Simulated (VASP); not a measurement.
A run of VASP 6.6.1 is set up as follows.

Contents of INCAR:

```
PREC     = Accurate       # precision mode
ENCUT    = 600            # plane-wave cutoff, eV
EDIFF    = 1E-6           # SCF threshold, eV
ISMEAR   = -1             # smearing method
SIGMA    = 0.1            # smearing width, eV
LREAL    = F              # projectors in reciprocal space
LASPH    = T              # aspherical terms in the spheres
NELM     = 80             # most SCF steps
ALGO     = Normal         # electronic algorithm
ISIF     = 3              # what is computed and relaxed
LWAVE    = F              # write WAVECAR
LCHARG   = F              # write CHGCAR
IBRION   = 2              # ionic algorithm
NSW      = 80             # ionic steps
EDIFFG   = -0.01          # ionic threshold
```

Contents of KPOINTS:

```
Automatic mesh
0
Gamma
  8 8 11
```

The input POSCAR:

```
Ag
1.0
    4.5850386948      0.0000000000      0.0000000000
   -2.2925193474      3.9707599870      0.0000000000
    0.0000000000      0.0000000000      2.8106287199
Ag
3
Direct
    0.0000000000      0.0000000000      0.0000000000
    0.3333333333      0.6666666667      0.5000000000
    0.6666666667      0.3333333333      0.5000000000
```

Potentials or basis: VASP PAW LDA potentials, release 64 (Ag).

The run is started by

```bash
$ cat potpaw_LDA.64/Ag/POTCAR > POTCAR
$ mpirun -np 1 vasp_std > vasp.out
```

(1) What does it give for the space group after relaxing (to 0.1 Å)?

(2) Estimate the relaxed volume.

Answers

(1) P6/mmm (No. 191).

(2) 16.36 Å³/atom.
